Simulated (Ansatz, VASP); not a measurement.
Given: the input of a run of VASP 6.6.1 on O.

File INCAR:

```
PREC = Accurate
ENCUT = 520
EDIFF = 1E-7
ISMEAR = -1
SIGMA = 0.05
LREAL = F
LASPH = T
NELM = 100
ALGO = Normal
ISIF = 2
LWAVE = F
LCHARG = F
GGA = PS
NBANDS = 13
```

Contents of KPOINTS:

```
regular mesh
0
Gamma
  10 10 7
```

POSCAR

```
O
1.0
    2.8889256149     -1.6842923427      0.0000000000
    2.8889256149      1.6842923427      0.0000000000
   -2.4260014827      0.0000000000      3.6950431885
O
2
Direct
    0.9745461700      0.9745461700      0.8444259800
    0.0254538300      0.0254538300      0.1555740200
```

Potentials or basis: VASP PAW PBE potentials, release 64 (O).

Launch:

```sh
$ cat potpaw_PBE.64/O/POTCAR > POTCAR
$ mpirun -np 1 vasp_std > vasp.out
```

Task: Translate it to Ansatz 0.2.0. Potentials there: Ansatz PAW.

Result: As run (the cutoff follows the program's own potentials):

File input.yaml:

```yaml
crystal:
  lattice:
    - [2.8889256149, -1.6842923427, 0.0]
    - [2.8889256149, 1.6842923427, 0.0]
    - [-2.4260014827, 0.0, 3.6950431885]
  atoms:
    - { symbol: O, position: [0.97454617, 0.97454617, 0.84442598] }
    - { symbol: O, position: [0.02545383, 0.02545383, 0.15557402] }
hamiltonian:
  xc: pbesol
  pseudopotentials: { kind: paw }
kpoints:
  mp_grid: { grid: [10, 10, 7] }
scf:
  occupations: { method: fermi_dirac, width: 0.05 }
output:
  forces: true
  stress: true
  eigenvalues: true
```

Potentials or basis: Ansatz PAW.

Launch:

```console
$ ansatz run input.yaml --threads 1 --pin off --max-ram 3584MiB --backend cpu --events-out ev --progress --plain --runs-dir out
```

Both were run:

|  | VASP | Ansatz | Ansatz less VASP |
| --- | --- | --- | --- |
| gap on the k mesh at the Fermi level (eV) | none | none | - |
| pressure (GPa) | -3.7 | -5.4 | -1.70 |
| traceless stress, the component that is largest in VASP (GPa) | -2.56 | -5.67 | -3.106 |
| rms of the force components (eV/Å) | 0.445 | 1.056 | +0.6118 |

VASP's potentials were made for PBE, not for PBEsol. Atom by atom the forces differ by 0.616 eV/Å (rms over components). A gap of «none» marks a metal or a gap that the smearing closes.

Noted on VASP's run: the standard files for N, O and F lose accuracy on very short bonds; spin is off for a triplet molecule. Noted on Ansatz's run: spin is off for a triplet molecule.
